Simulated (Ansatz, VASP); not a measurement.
Ni: VASP beside Ansatz

```xyz
1
Lattice="-1.4028 1.4028 1.4028 1.4028 -1.4028 1.4028 1.4028 1.4028 -1.4028" Properties=species:S:1:pos:R:3 pbc="T T T"
Ni    0.0000    0.0000    0.0000
```

Alike in both runs: task single point; functional PBE; k mesh 10 × 10 × 10; occupations gaussian, width 0.05 eV; collinear spin.

```csv
,VASP,Ansatz
version,VASP 6.6.1,Ansatz 0.2.0
potentials or method,"VASP PAW PBE potentials, release 64 (Ni), cutoff 520 eV","scalar-relativistic, plane waves, PAW"
valence electrons in the cell,10,18
```

|  | VASP | Ansatz | Ansatz less VASP |
| --- | --- | --- | --- |
| gap on the k mesh at the Fermi level (eV) | none | none | - |
| pressure (GPa) | -0.9 | -0.5 | +0.35 |
| net moment per atom (μB) | 0.59 | 0.61 | +0.013 |
| size of the moment on the site where the two differ most (μB) | 0.60 | 0.64 | +0.036 |

Site moments also hang on the region over which each program counts them. A gap of «none» marks a metal or a gap that the smearing closes. VASP's potentials hold 10 valence electrons a cell and Ansatz's 18, so a difference there can come from the potentials and not from the codes.
